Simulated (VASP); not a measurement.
Na2F: single point with PBE+D3(BJ)

Na2F:

```
CELL_PARAMETERS angstrom
3.24296 0.00000 0.00000
-1.62148 2.80848 0.00000
0.00000 0.00000 5.54045
ATOMIC_POSITIONS crystal
Na 0.33333 0.66667 0.41521
Na 0.00000 0.00000 0.00000
F 0.66667 0.33333 0.22475
```

```json
{
  "Program": "VASP 6.6.1",
  "Task": "single point",
  "Functional": "PBE",
  "Dispersion": "D3(BJ)",
  "Potentials or basis": "VASP PAW PBE potentials, release 64 (Na_pv, F)",
  "Cutoff": "520 eV",
  "k mesh": "6 × 6 × 4",
  "Occupations": "gaussian, width 0.1 eV",
  "Spin": "collinear spin, ferromagnetic start",
  "Starting moments": "[0.0, 0.0, 1.0] μB"
}
```

The pressure is 7.0 GPa, the largest force is 1.405 eV/Å and the net moment is 0.00 μB per cell. The valence electrons inside the program's atomic spheres are Na 6.09, 6.08; F 6.14 and the dispersion energy per atom is -0.186 eV.

Forces in eV/Å, atoms in the order of the input:
```
Na   0.000  0.000  1.405
Na   0.000  0.000 -1.015
F    0.000  0.000 -0.391
```

Stress tensor (GPa, compression positive):
```
6.99 0.00 0.00
0.00 6.99 0.00
0.00 0.00 6.91
```

Levels at points of the mesh, in eV from the Fermi level:
Spin up:
```
           k point  band 7  band 8  band 9  band 10  band 11  band 12  band 13  band 14  band 15  band 16
(0.00, 0.00, 0.00)  -24.64   -7.53   -6.91    -6.91    -2.66     3.14     3.37    12.33    12.79    12.79
(0.50, 0.00, 0.00)  -24.49   -7.99   -7.14    -7.08     1.89     2.18     5.22     7.33     8.07     8.60
(0.00, 0.00, 0.50)  -24.63   -7.63   -6.91    -6.91    -1.71     0.28     7.22     8.50    12.69    12.69
(0.50, 0.00, 0.50)  -24.50   -7.99   -7.16    -7.08     2.02     2.53     5.21     5.23     8.58    10.89
```
Spin down:
| k point | band 9 | band 10 | band 11 | band 12 | band 13 | band 14 |
| --- | --- | --- | --- | --- | --- | --- |
| (0.00, 0.00, 0.00) | -6.91 | -6.91 | -2.66 | 3.14 | 3.37 | 12.33 |
| (0.50, 0.00, 0.00) | -7.14 | -7.08 | 1.89 | 2.18 | 5.21 | 7.33 |
| (0.00, 0.00, 0.50) | -6.91 | -6.91 | -1.71 | 0.28 | 7.22 | 8.50 |
| (0.50, 0.00, 0.50) | -7.16 | -7.08 | 2.02 | 2.53 | 5.21 | 5.23 |

It took 17 s on 1 thread of Intel(R) Xeon(R) 6975P-C (Granite Rapids), on a shared host, peak memory 0.19 GiB.

Caveat: the k points lie up to 0.37 Å⁻¹ apart; pairwise dispersion overbinds metals, which lowers pressure and volume; forces of over 1 eV/Å act on the atoms, so gaps and moduli don't describe the material at rest.
